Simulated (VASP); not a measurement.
A run of VASP 6.6.1 is set up as follows.

INCAR

```
SYSTEM = In
ALGO = Fast
EDIFF = 1E-7
ENCUT = 520
GGA = PE
ISIF = 2
ISMEAR = 0
LASPH = .TRUE.
LCHARG = .FALSE.
LREAL = .FALSE.
LWAVE = .FALSE.
NBANDS = 12
NELM = 60
PREC = Accurate
SIGMA = 0.15
```

File KPOINTS:

```
k-points
0
G
  22 22 22
  0 0 0
```

The input POSCAR:

```
In
1.0
   -1.4899767309      1.4899767309      2.9468169070
    1.4899767309     -1.4899767309      2.9468169070
    1.4899767309      1.4899767309     -2.9468169070
In
1
Direct
    0.0000000000      0.0000000000      0.0000000000
```

Potentials or basis: VASP PAW PBE potentials, release 64 (In_d).

Launch:

```bash
$ cat potpaw_PBE.64/In_d/POTCAR > POTCAR
$ mpirun -np 1 vasp_std > vasp.out
```

(1) Predict the pressure.

## Answers

(1) 3.5 GPa.
